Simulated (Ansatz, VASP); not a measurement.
Given: the input of a run of VASP 6.6.1 on PbS.

File INCAR:

```
PREC = Accurate
ENCUT = 520
EDIFF = 1E-6
ISMEAR = -1
SIGMA = 0.05
LREAL = F
LASPH = T
NELM = 60
ALGO = Normal
ISIF = 2
LWAVE = F
LCHARG = F
GGA = PS
NBANDS = 17
```

Contents of KPOINTS:

```
Automatic mesh
0
Gamma
  8 8 8
```

Contents of POSCAR:

```
PbS
1.0
    2.0841087231      1.2032607323      3.4052630159
   -2.0841087231      1.2032607323      3.4052630159
    0.0000000000     -2.4065214646      3.4052630159
Pb S
1 1
Direct
    0.9805657800      0.9805657800      0.9805657800
    0.4750355500      0.4750355500      0.4750355500
```

Potentials or basis: VASP PAW PBE potentials, release 64 (Pb_d, S).

Run with:

```sh
$ cat potpaw_PBE.64/Pb_d/POTCAR potpaw_PBE.64/S/POTCAR > POTCAR
$ mpirun -np 1 vasp_std > vasp.out
```

Q: Set up the same calculation for Ansatz 0.2.0. Potentials there: Ansatz PAW.

A: As run (the cutoff follows the program's own potentials):

input.yaml

```yaml
crystal:
  lattice:
    - [2.0841087231, 1.2032607323, 3.4052630159]
    - [-2.0841087231, 1.2032607323, 3.4052630159]
    - [0.0, -2.4065214646, 3.4052630159]
  atoms:
    - { symbol: Pb, position: [0.98056578, 0.98056578, 0.98056578] }
    - { symbol: S, position: [0.47503555, 0.47503555, 0.47503555] }
hamiltonian:
  xc: pbesol
  pseudopotentials: { kind: paw }
kpoints:
  mp_grid: { grid: [8, 8, 8] }
scf:
  occupations: { method: fermi_dirac, width: 0.05 }
output:
  forces: true
  stress: true
  eigenvalues: true
```

Potentials or basis: Ansatz PAW.

Command:

```sh
$ ansatz run input.yaml --threads 1 --pin off --max-ram 3584MiB --backend cpu --events-out ev --progress --plain --runs-dir out
```

Both were run:

|  | VASP | Ansatz | Ansatz less VASP |
| --- | --- | --- | --- |
| gap on the k mesh at the Fermi level (eV) | 0.21 | 0.21 | -0.006 |
| least direct gap on the mesh (eV) | 0.21 | 0.21 | -0.006 |
| pressure (GPa) | 0.2 | 0.2 | +0.05 |
| rms of the force components (eV/Å) | 0.017 | 0.016 | -0.0005 |

VASP's potentials were made for PBE, not for PBEsol. Atom by atom the forces differ by 0.001 eV/Å (rms over components).

Neither program's run includes spin-orbit coupling.
